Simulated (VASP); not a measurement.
TiN (rocksalt type): single point with PBE

TiN (rocksalt type):

```
Ti N
1.0
     0.00000    2.08046    2.08046
     2.08046    0.00000    2.08046
     2.08046    2.08046    0.00000
Ti N
1 1
Direct
  0.00000 0.00000 0.00000
  0.50000 0.50000 0.50000
```

This cell differs from its parent crystal: volume scaled by 0.9405.

```json
{
  "Program": "VASP 6.6.1",
  "Task": "single point",
  "Functional": "PBE",
  "Potentials or basis": "VASP PAW PBE potentials, release 64 (Ti_sv, N)",
  "Cutoff": "520 eV",
  "k mesh": "16 × 16 × 16",
  "Occupations": "fermi-dirac, width 0.03 eV",
  "Spin": "no spin polarisation"
}
```

The pressure is 19.8 GPa.

Levels at points of the mesh, in eV from the Fermi level:
```
           k point  band 7  band 8  band 9  band 10  band 11  band 12
(0.00, 0.00, 0.00)   -2.14   -2.14   -0.68    -0.68    -0.68     0.62
(0.50, 0.00, 0.00)   -5.81   -5.81    1.83     1.83     2.57     6.18
(0.50, 0.50, 0.00)   -3.34   -3.33   -3.33     1.78     2.60     2.60
```

It took 17 s on 1 thread of Intel(R) Xeon(R) 6975P-C (Granite Rapids) (shared host), peak memory 0.17 GiB.
